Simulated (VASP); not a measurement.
Input of a VASP 6.6.1 run:

INCAR

```
SYSTEM = TaN
PREC = Accurate
ENCUT = 520
EDIFF = 1E-6
ISMEAR = 0
SIGMA = 0.05
LREAL = .False.
LASPH = .True.
NELM = 150
ALGO = Normal
ISIF = 2
LWAVE = .False.
LCHARG = .True.
ISPIN = 2
MAGMOM = 0.05 -0.05 -0.05 0 0 0
LORBIT = 11
LMAXMIX = 4
GGA = RP
IVDW = 13
LELF = .True.
LVHAR = .True.
NBANDS = 37
```

File KPOINTS:

```
Automatic mesh
0
Gamma
  6 6 8
  0 0 0
```

The input POSCAR:

```
TaN
1.0
    5.1879505220      0.0000000000      0.0000000000
   -2.5939752610      4.4928969456      0.0000000000
    0.0000000000      0.0000000000      2.9046939759
Ta N
3 3
Direct
    0.0000000000      0.0000000000      0.0000000000
    0.3333333333      0.6666666667      0.5000000000
    0.6666666667      0.3333333333      0.5000000000
    0.5000000000      0.0000000000      0.0000000000
    0.5000000000      0.5000000000      0.0000000000
    0.0000000000      0.5000000000      0.0000000000
```

Potentials or basis: VASP PAW PBE potentials, release 64 (Ta_pv, N).

Launch:

```bash
$ cat potpaw_PBE.64/Ta_pv/POTCAR potpaw_PBE.64/N/POTCAR > POTCAR
$ mpirun -np 1 vasp_std > vasp.out
```

Task: Estimate the band gap on the k mesh.

Result: Zero (filled and empty bands overlap).

Task: Predict the pressure.

Result: 6.2 GPa.

Task: Estimate the dispersion energy per atom.

Result: -0.598 eV.

Task: Predict the net moment.

Result: 0.00 μB per cell.

Stress tensor (GPa, compression positive):
```
6.16 0.00 0.00
0.00 6.16 0.00
0.00 0.00 6.36
```

Caveat: the PAW data sets were made with another functional, which shifts forces and pressure a little; spin-orbit coupling is left out, which moves the levels of the heavy elements; pairwise dispersion overbinds metals, which lowers pressure and volume.
